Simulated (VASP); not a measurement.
Input of a VASP 6.6.1 run:

Contents of INCAR:

```
SYSTEM = W
PREC = Accurate ; ENCUT = 600
EDIFF = 1E-6 ; ISMEAR = -1
SIGMA = 0.08 ; LREAL = .False.
LASPH = .True. ; NELM = 60
ALGO = Normal ; ISIF = 3
LWAVE = .False. ; LCHARG = .False.
GGA = PE ; IBRION = 2
NSW = 60 ; EDIFFG = -0.005
```

Contents of KPOINTS:

```
Automatic mesh
0
Gamma
  19 19 19
  0 0 0
```

POSCAR

```
W
1.0
   -1.5921819128      1.5921819128      1.5921819128
    1.5921819128     -1.5921819128      1.5921819128
    1.5921819128      1.5921819128     -1.5921819128
W
1
Direct
    0.0000000000      0.0000000000      0.0000000000
```

Potentials or basis: VASP PAW PBE potentials, release 64 (W_sv).

Command:

```bash
$ cat potpaw_PBE.64/W_sv/POTCAR > POTCAR
$ mpirun -np 1 vasp_std > vasp.out
```

(1) Estimate the relaxed volume.

(2) Estimate the relaxed cell.

(3) Estimate the band gap on the k mesh.

(4) What does it give for the space group after relaxing (to 0.05 Å)?

## Answers

(1) 16.16 Å³/atom.

(2) a = 2.759 Å, b = 2.759 Å, c = 2.759 Å, α = 109.47°, β = 109.47°, γ = 109.47°.

(3) zero (band 7 reaches 15.87 eV, above the bottom of band 8 at 9.97 eV).

(4) Im-3m (No. 229).

Caveat: spin-orbit coupling is left out, which moves the levels of the heavy elements.
